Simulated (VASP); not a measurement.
Ta6HN6 (a cell with a defect), 13 atoms in the cell. The cell holds a defect, 13 atoms: a = 5.226 Å, b = 5.226 Å, c = 5.845 Å, α = 90.00°, β = 90.00°, γ = 120.00°. 

| Property | Result |
| --- | --- |
| Program | VASP 6.6.1 |
| Task | single point |
| Functional | PBE |
| Potentials or basis | VASP PAW PBE potentials, release 64 (Ta_pv, N, H) |
| Cutoff | 520 eV |
| k mesh | 5 × 5 × 4, shifted |
| Occupations | gaussian, width 0.1 eV |
| Spin | no spin polarisation |
| Dipole correction | no |
| Further INCAR settings | ALGO = Normal; EDIFF = 1e-07; NBANDS = 60 |

Potentials or basis: VASP PAW PBE potentials, release 64 (Ta_pv, N, H).

Command:

```sh
$ cat potpaw_PBE.64/Ta_pv/POTCAR potpaw_PBE.64/N/POTCAR potpaw_PBE.64/H/POTCAR > POTCAR
$ mpirun -np 1 vasp_std > vasp.out
```

Hardware: 1 thread of Intel(R) Xeon(R) 6975P-C (Granite Rapids), on a shared host.

Q: Estimate the wall time of this run.

A: It took 2.4 min on 1 thread of Intel(R) Xeon(R) 6975P-C (Granite Rapids), on a shared host, peak memory 0.3 GiB. Counts: scf iterations 17, k points 18.
